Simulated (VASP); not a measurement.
# InAs (I-4m2) in VASP: notebook

The runs below take InAs through single point, with PBE.

Everything below comes from runs of VASP 6.6.1. Logs are shortened: lines on timing, memory, paths and dates and some standing lists are left out, and cuts for length are marked.

### 1 The cell of the first run

The structure is tetragonal, space group I-4m2 (No. 119). Conventional cell: a = 4.277 Å, b = 4.277 Å, c = 5.806 Å, α = 90.00°, β = 90.00°, γ = 90.00°. In (site symmetry -4m2) has 4 As at 2.58 Å within 3.4 Å. Within 3.4 Å of As (site symmetry -4m2) lie 4 In at 2.58 Å.

### 2 Single point, PBE (strain -0.0400 x Voigt [0, 0, 1, 0, 0, 0])

INCAR reads:

```
ALGO = Normal ; EDIFF = 1E-6
ENCUT = 520 ; GGA = PE
ISIF = 2 ; ISMEAR = 0
LASPH = True ; LCHARG = False
LREAL = False ; LWAVE = False
NBANDS = 16 ; NELM = 80
PREC = Accurate ; SIGMA = 0.15
```

KPOINTS reads:

```
k-points
0
Gamma
  14 14 14
```

POSCAR reads:

```
InAs
1.0
    0.0000000000      3.0240000000      2.9030400000
    3.0240000000      0.0000000000      2.9030400000
    3.0240000000      3.0240000000      0.0000000000
In As
1 1
Direct
    0.0000000000      0.0000000000      0.0000000000
    0.7500000000      0.7500000000      0.7500000000
```

Potentials or basis: VASP PAW PBE potentials, release 64 (In_d, As).

Run with:

```console
> cat potpaw_PBE.64/In_d/POTCAR potpaw_PBE.64/As/POTCAR > POTCAR
> mpirun -np 1 vasp_std > vasp.out
```

OUTCAR:

```text
EDIFF = 1E-6
   ENCUT = 520
   GGA = PE
   ISIF = 2
   ISMEAR = 0
   LASPH = True
   LREAL = False
   NELM = 80
   PREC = Accurate

 ion  position               nearest neighbor table
   1  0.000  0.000  0.000-   2 2.58   2 2.58   2 2.58   2 2.58
   2  0.750  0.750  0.750-   1 2.58   1 2.58   1 2.58   1 2.58

  LATTYP: Found a body centered tetragonal cell.
 ALAT       =     4.2765818126
 C/A-ratio  =     1.3576450199

  Lattice vectors:

 A1 = (   0.0000000000,  -3.0240000000,  -2.9030400000)
 A2 = (   0.0000000000,   3.0240000000,  -2.9030400000)
 A3 = (   3.0240000000,   0.0000000000,   2.9030400000)

Analysis of symmetry for initial positions (statically):
=====================================================================
 Subroutine PRICEL returns:
 Original cell was already a primitive cell.

 Routine SETGRP: Setting up the symmetry group for a
 body centered tetragonal supercell.

 Subroutine GETGRP returns: Found  8 space group operations
 (whereof  8 operations were pure point group operations)
 out of a pool of 16 trial point group operations.

The static configuration has the point symmetry D_2d.

Analysis of symmetry for dynamics (positions and initial velocities):
=====================================================================
 Subroutine PRICEL returns:
 Original cell was already a primitive cell.

 Routine SETGRP: Setting up the symmetry group for a
 body centered tetragonal supercell.

 Subroutine GETGRP returns: Found  8 space group operations
 (whereof  8 operations were pure point group operations)
 out of a pool of 16 trial point group operations.

The dynamic configuration has the point symmetry D_2d.

 Subroutine INISYM returns: Found  8 space group operations
 (whereof  8 operations are pure point group operations),
 and found     1 'primitive' translations

----------------------------------------------------------------------------------------

                                     Primitive cell

  volume of cell :      53.0941

  direct lattice vectors                    reciprocal lattice vectors
     0.000000000  3.024000000  2.903040000    -0.165343915  0.165343915  0.172233245
     3.024000000  0.000000000  2.903040000     0.165343915 -0.165343915  0.172233245
     3.024000000  3.024000000  0.000000000     0.165343915  0.165343915 -0.172233245

  length of vectors
     4.191922857  4.191922857  4.276581813     0.290416100  0.290416100  0.290416100

  position of ions in fractional coordinates (direct lattice)
     0.000000000  0.000000000  0.000000000
     0.750000000  0.750000000  0.750000000

  ion indices of the primitive-cell ions
   primitive index   ion index
                 1           1
                 2           2

----------------------------------------------------------------------------------------

 KPOINTS: k-points

Automatic generation of k-mesh.
 Grid dimensions read from file:
 generate k-points for:   14   14   14

 Generating k-lattice:

  Cartesian coordinates                     Fractional coordinates (reciprocal lattice)
    -0.011810280  0.011810280  0.012302375     0.071428571  0.000000000  0.000000000
     0.011810280 -0.011810280  0.012302375     0.000000000  0.071428571  0.000000000
     0.011810280  0.011810280 -0.012302375    -0.000000000 -0.000000000  0.071428571

  Length of vectors
     0.020744007  0.020744007  0.020744007

  Shift w.r.t. Gamma in fractional coordinates (k-lattice)
     0.000000000  0.000000000  0.000000000

 Subroutine IBZKPT returns following result:
 ===========================================

 Found    244 irreducible k-points:

 Following reciprocal coordinates:
            Coordinates               Weight
  0.000000  0.000000  0.000000      1.000000
  0.071429 -0.000000  0.000000      8.000000
  0.142857 -0.000000  0.000000      8.000000
  0.214286  0.000000  0.000000      8.000000
  0.285714  0.000000  0.000000      8.000000
  0.357143 -0.000000  0.000000      8.000000
[... 16 lines left out ...]
  0.214286  0.142857  0.000000      8.000000
  0.285714  0.142857  0.000000      8.000000
 [... further k-points ...]
   k-points           NKPTS =    244   k-points in BZ     NKDIM =    244   number of bands    NBANDS=     16
   number of dos      NEDOS =    301   number of ions     NIONS =      2
   total plane-waves  NPLWV =  32768
   dimension x,y,z NGX =    32 NGY =   32 NGZ =   32
   dimension x,y,z NGXF=    64 NGYF=   64 NGZF=   64
   ions per type =               1   1
   NGX,Y,Z   is equivalent  to a cutoff of  12.69, 12.69, 12.44 a.u.
   NGXF,Y,Z  is equivalent  to a cutoff of  25.38, 25.38, 24.88 a.u.
 SYSTEM =  unknown system
   PREC   = accura    normal or accurate (medium, high low for compatibility)
   ISTART =      0    job   : 0-new  1-cont  2-samecut
   ICHARG =      2    charge: 1-file 2-atom 10-const
   ISPIN  =      1    spin polarized calculation?
   LNONCOLLINEAR =      F non collinear calculations
   LSORBIT =      F    spin-orbit coupling
   LASPH  =      T    aspherical Exc in radial PAW
   ENCUT  =  520.0 eV  38.22 Ry    6.18 a.u.   7.79  7.79  7.95*2*pi/ulx,y,z
   NELM   =     80;   NELMIN=  2; NELMDL= -5     # of ELM steps
   EDIFF  = 0.1E-05   stopping-criterion for ELM
   LREAL  =      F    real-space projection
   EDIFFG = 0.1E-04   stopping-criterion for IOM
   NSW    =      0    number of steps for IOM
   IBRION =     -1    ionic relax: 0-MD 1-quasi-New 2-CG
   NFREE  =      0    steps in history (QN), initial steepest desc. (CG)
   ISIF   =      2    stress and relaxation
   ISYM   =      2    0-nonsym 1-usesym 2-fastsym
   POTIM  = 0.5000    time-step for ionic-motion
   TEBEG  =    0.0;   TEEND  =   0.0 temperature during run
   PSTRESS=    0.0 pullay stress
   NELECT =      18.0000    total number of electrons
   NUPDOWN=      -1.0000    fix difference up-down
   EMIN   =  10.00;   EMAX   =-10.00  energy-range for DOS
   EFERMI =   0.00;   METHOD = LEGACY
   ISMEAR =     0;   SIGMA  =   0.15  broadening in eV -4-tet -1-fermi 0-gaus
   EFERMI_NEDOS =   21; number of points for ismear=-14 and -15
   IALGO  =     38    algorithm
   IMIX   =      4    mixing-type and parameters
     AMIX     =   0.40;   BMIX     =  1.00
     AMIX_MAG =   1.60;   BMIX_MAG =  1.00
  volume/ion in A,a.u.               =      26.55       179.15
  Fermi-wavevector in a.u.,A,eV,Ry     =   1.141520  2.157160 17.729311  1.303068
  Thomas-Fermi vector in A             =   2.278220
   LORBIT       =      0    0 simple, 1 ext, 2 COOP (PROOUT), +10 PAW based schemes
   GGA     = PE    functional components
   LHFCALC =     F    Hartree Fock is set to
   AEXX    =    0.0000 exact exchange contribution
   IVDW    =     0    specifies the selected vdW correction
   LEPSILON=     F    determine dielectric tensor
   LRPA    =     F    only Hartree local field effects (RPA)
 non-spin polarized calculation
 Gauss-broadening in eV      SIGMA  =   0.15
  energy-cutoff  :      520.00
  volume of cell :       53.09
 maximum number of plane-waves:      1452
   NGX = 15   NGY = 15   NGZ = 15

 number of electron      18.0000000 magnetization

 Free energy of the ion-electron system (eV)
  ---------------------------------------------------
  ext. energy  EPLUGINS =         0.00000000
  ---------------------------------------------------
  free energy    TOTEN  =        -7.59418437 eV

  energy without entropy =       -7.59403849  energy(sigma->0) =       -7.59411143

 E-fermi :   5.0987     XC(G=0):  -9.2739

 val. band max:        5.0510746337   @ k =   0.0000   0.0000   0.0000
 cond. band min:       5.7682756012   @ k =   0.0714  -0.0000   0.0000
 fundamental gap:      0.7172009676
 Fermi energy:         5.0987475745

 k-point     1 :       0.0000    0.0000    0.0000
  band No.  band energies     occupation
      1      -9.5601      2.00000
      2      -9.5601      2.00000
      3      -9.5455      2.00000
      4      -9.4153      2.00000
      5      -9.4102      2.00000
      6      -7.2012      2.00000
[... 8 lines left out ...]
     15      14.3632      0.00000
     16      14.9865      0.00000

 k-point     2 :       0.0714   -0.0000    0.0000
  band No.  band energies     occupation
      1      -9.5659      2.00000
      2      -9.5578      2.00000
      3      -9.5458      2.00000
      4      -9.4156      2.00000
      5      -9.4101      2.00000
      6      -7.1436      2.00000
[... 8 lines left out ...]
     15      13.9175      0.00000
     16      14.3566      0.00000

 k-point     3 :       0.1429   -0.0000    0.0000
  band No.  band energies     occupation
      1      -9.5867      2.00000
      2      -9.5514      2.00000
      3      -9.5414      2.00000
      4      -9.4160      2.00000
      5      -9.4096      2.00000
      6      -6.9756      2.00000
[... 8 lines left out ...]
     15      13.4707      0.00000
     16      13.9291      0.00000

 k-point     4 :       0.2143    0.0000    0.0000
  band No.  band energies     occupation
      1      -9.6168      2.00000
      2      -9.5430      2.00000
      3      -9.5336      2.00000
      4      -9.4161      2.00000
      5      -9.4080      2.00000
      6      -6.7114      2.00000
[... 8 lines left out ...]
     15      13.3647      0.00000
     16      13.8310      0.00000
[... 324 lines left out ...]
 k-point    22 :       0.1429    0.1429    0.0000
  band No.  band energies     occupation
      1      -9.5975      2.00000
      2      -9.5426      2.00000
      3      -9.5426      2.00000
      4      -9.4239      2.00000
      5      -9.4044      2.00000
      6      -6.8871      2.00000
[... 8 lines left out ...]
     15      14.2836      0.00000
     16      14.6007      0.00000

 k-point    23 :       0.2143    0.1429    0.0000
  band No.  band energies     occupation
      1      -9.6234      2.00000
      2      -9.5337      2.00000
      3      -9.5335      2.00000
      4      -9.4277      2.00000
      5      -9.4016      2.00000
      6      -6.6863      2.00000
[... 8 lines left out ...]
     15      14.5571      0.00000
     16      14.8691      0.00000

 k-point    24 :       0.2857    0.1429    0.0000
  band No.  band energies     occupation
      1      -9.6518      2.00000
      2      -9.5249      2.00000
      3      -9.5243      2.00000
      4      -9.4298      2.00000
      5      -9.3984      2.00000
      6      -6.4014      2.00000
[... 8 lines left out ...]
     15      14.6861      0.00000
     16      14.8517      0.00000

 [... further k-points ...]
[... 5 lines left out ...]
  --------------------------------------------------------------------------------------
  -------------------------------------------------------------------------------------
  Total        2.1511387      2.1511387      2.5175090      0.0000000      0.0000000      0.0000000
  in kB       64.9131075     64.9131075     75.9687579      0.0000000      0.0000000      0.0000000
  external PRESSURE =      68.5983243 kB  Pullay stress =       0.0000000 kB

 VOLUME and BASIS-vectors are now :
 -----------------------------------------------------------------------------
  energy-cutoff  :      520.00
  volume of cell :       53.09
      direct lattice vectors                 reciprocal lattice vectors
     0.000000000  3.024000000  2.903040000    -0.165343915  0.165343915  0.172233245
     3.024000000  0.000000000  2.903040000     0.165343915 -0.165343915  0.172233245
     3.024000000  3.024000000  0.000000000     0.165343915  0.165343915 -0.172233245

 POSITION                                       TOTAL-FORCE (eV/Angst)
 -----------------------------------------------------------------------------------
      0.00000      0.00000      0.00000        -0.000000     -0.000000      0.000000
      4.53600      4.53600      4.35456         0.000000      0.000000     -0.000000
 -----------------------------------------------------------------------------------
    total drift:                                0.000000      0.000000      0.000001

  FREE ENERGIE OF THE ION-ELECTRON SYSTEM (eV)
  ---------------------------------------------------
  free  energy   TOTEN  =        -7.5941843711 eV

  energy  without entropy=       -7.5940384893  energy(sigma->0) =       -7.59411143
```

It took 88 s on 1 thread of AMD EPYC 9R45 (Zen 5), shared host; peak memory 0.31 GiB.

What came out:

* Free energy: -7.5942 eV
* Pressure: 6.9 GPa

Caveat: the cell differs from its parent crystal (strain -0.0400 x Voigt [0, 0, 1, 0, 0, 0]); spin-orbit coupling is left out, which moves the levels of the heavy elements.

### 3 Single point, PBE (strain -0.0300 x Voigt [0, 0, 1, 0, 0, 0])

INCAR reads:

```
SYSTEM = InAs
PREC = Accurate
ENCUT = 520
EDIFF = 1E-6
ISMEAR = 0
SIGMA = 0.15
LREAL = .False.
LASPH = .True.
NELM = 100
ALGO = Normal
ISIF = 2
LWAVE = .False.
LCHARG = .False.
GGA = PE
NBANDS = 16
```

KPOINTS reads:

```
regular mesh
0
Gamma
  14 14 14
  0 0 0
```

POSCAR reads:

```
InAs
1.0
    0.0000000000      3.0240000000      2.9332800000
    3.0240000000      0.0000000000      2.9332800000
    3.0240000000      3.0240000000      0.0000000000
In As
1 1
Direct
    0.0000000000      0.0000000000      0.0000000000
    0.7500000000      0.7500000000      0.7500000000
```

Potentials or basis: VASP PAW PBE potentials, release 64 (In_d, As).

Run with:

```console
> cat potpaw_PBE.64/In_d/POTCAR potpaw_PBE.64/As/POTCAR > POTCAR
> mpirun -np 1 vasp_std > vasp.out
```

Wall time 86 s (1 thread of AMD EPYC 9R45 (Zen 5), shared host); peak memory 0.32 GiB.

The run converged. Its results:

```yaml
Free_energy: -7.6189 eV
Pressure: 6.1 GPa
```

Stress tensor (GPa, compression positive):
```
5.79 0.00 0.00
0.00 5.79 0.00
0.00 0.00 6.65
```

Levels at points of the mesh, in eV from the Fermi level:
| k point | band 7 | band 8 | band 9 | band 10 | band 11 | band 12 |
| --- | --- | --- | --- | --- | --- | --- |
| (0.00, 0.00, 0.00) | -0.21 | -0.21 | -0.20 | -0.06 | 3.73 | 3.79 |
| (0.50, 0.00, 0.00) | -6.08 | -1.29 | -1.09 | 0.85 | 4.44 | 4.65 |
| (0.50, 0.50, 0.00) | -6.00 | -2.70 | -2.70 | 1.24 | 1.72 | 9.32 |
| (0.50, 0.00, 0.50) | -6.18 | -2.53 | -2.51 | 1.39 | 2.00 | 9.12 |

Caveat: the cell differs from its parent crystal (strain -0.0300 x Voigt [0, 0, 1, 0, 0, 0]); spin-orbit coupling is left out, which moves the levels of the heavy elements.
